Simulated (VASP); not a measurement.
# C: single point with r2SCAN

C:

```
C
1.0
     0.00000    2.24515    3.19603
     1.29628    0.00000    3.19603
     1.29628    2.24515    0.00000
C
2
Cartesian
  1.2963 0.7485 3.1960
  1.2963 3.7417 3.1960
```

This cell differs from its parent crystal: ratio of the length along z to the lengths across it x 0.85, volume and fractional coordinates fixed.

```
Program             : VASP 6.6.1
Task                : single point
Functional          : r2SCAN
Potentials or basis : VASP PAW PBE potentials, release 64 (C)
Cutoff              : 520 eV
k mesh              : 14 × 14 × 14
Occupations         : gaussian, width 0.05 eV
Spin                : no spin polarisation
```

- Pressure: -36.5 GPa
- Largest force: 0.006 eV/Å
- Band gap on the k mesh: zero (filled and empty bands touch)

Forces on the atoms (eV/Å):
```
C    0.000  0.006  0.000
C    0.000 -0.006  0.000
```

Stress tensor (GPa, compression positive):
```
-56.96   0.00   0.00
  0.00 -57.56   0.00
  0.00   0.00   4.91
```

Levels at points of the mesh, in eV from the Fermi level:
```
           k point  band 1  band 2  band 3  band 4  band 5  band 6  band 7  band 8  band 9
(0.00, 0.00, 0.00)  -20.11   -5.94   -3.60   -3.55    5.25    7.31    7.46    9.35   10.01
(0.50, 0.00, 0.00)  -15.08  -13.43   -6.70   -2.60    1.28    5.80   12.55   14.39   17.83
(0.50, 0.50, 0.00)  -19.65   -8.62   -3.63   -3.57    7.26    7.37    9.15   10.26   12.63
(0.50, 0.00, 0.50)  -15.25  -13.57   -6.64   -1.47    2.30    6.11   11.45   11.60   17.86
(0.00, 0.50, 0.50)  -14.88  -13.28   -6.76   -3.56    0.42    5.52   13.80   17.81   18.27
```

Wall time 5.9 min on 1 thread of Intel(R) Xeon(R) Platinum 8259CL CPU @ 2.50GHz (Skylake/Cascade Lake), on a shared host, peak memory 0.2 GiB.

Caveat: the cell stands under tension; the PAW data sets were made with another functional, which shifts forces and pressure a little.
